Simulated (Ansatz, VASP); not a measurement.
## One calculation of Bi, two programs

INCAR

```
SYSTEM = Bi
ALGO = Normal ; EDIFF = 1E-6
EDIFFG = -0.005 ; ENCUT = 600
GGA = PE ; IBRION = 2
ISIF = 3 ; ISMEAR = -1
LASPH = .TRUE. ; LCHARG = .FALSE.
LREAL = .FALSE. ; LWAVE = .FALSE.
NELM = 60 ; NSW = 100
PREC = Accurate ; SIGMA = 0.05
```

The input KPOINTS:

```
k-points
0
G
  9 9 9
  0 0 0
```

File POSCAR:

```
Bi
1.0
    2.3264222754      1.3431605270      4.0403311668
   -2.3264222754      1.3431605270      4.0403311668
    0.0000000000     -2.6863210540      4.0403311668
Bi
2
Direct
    0.2340000000      0.2340000000      0.2340000000
    0.7660000000      0.7660000000      0.7660000000
```

Input for Ansatz:

```yaml
crystal:
  lattice:
    - [2.3264222754, 1.343160527, 4.0403311668]
    - [-2.3264222754, 1.343160527, 4.0403311668]
    - [0.0, -2.686321054, 4.0403311668]
  atoms:
    - { symbol: Bi, position: [0.234, 0.234, 0.234] }
    - { symbol: Bi, position: [0.766, 0.766, 0.766] }
kpoints:
  mp_grid: { grid: [9, 9, 9] }
scf:
  occupations: { method: fermi_dirac, width: 0.05 }
hamiltonian:
  xc: pbe
  pseudopotentials: { kind: all_electron, lapw: { basis_error: 0.001 } }
output:
  forces: true
  stress: true
relax:
  f_tol: 0.005
  max_steps: 80
  cell: {}
```

Alike in both runs: task relaxation of cell and atoms; functional PBE; k mesh 9 × 9 × 9; occupations fermi-dirac, width 0.05 eV; no spin polarisation.

|  | VASP | Ansatz |
| --- | --- | --- |
| version | VASP 6.6.1 | Ansatz 0.2.0 |
| potentials or method | VASP PAW PBE potentials, release 64 (Bi_d), cutoff 600 eV | all-electron LAPW, scalar-relativistic |

```tsv
	VASP	Ansatz	Ansatz less VASP
relaxed volume (Å³/atom)	36.80	36.82	+0.023
relaxed cell length with the largest relative difference (Å)	4.831	4.833	+0.0013
```

Ansatz ran all-electron here, and VASP with PAW potentials.

Neither program's run includes spin-orbit coupling.
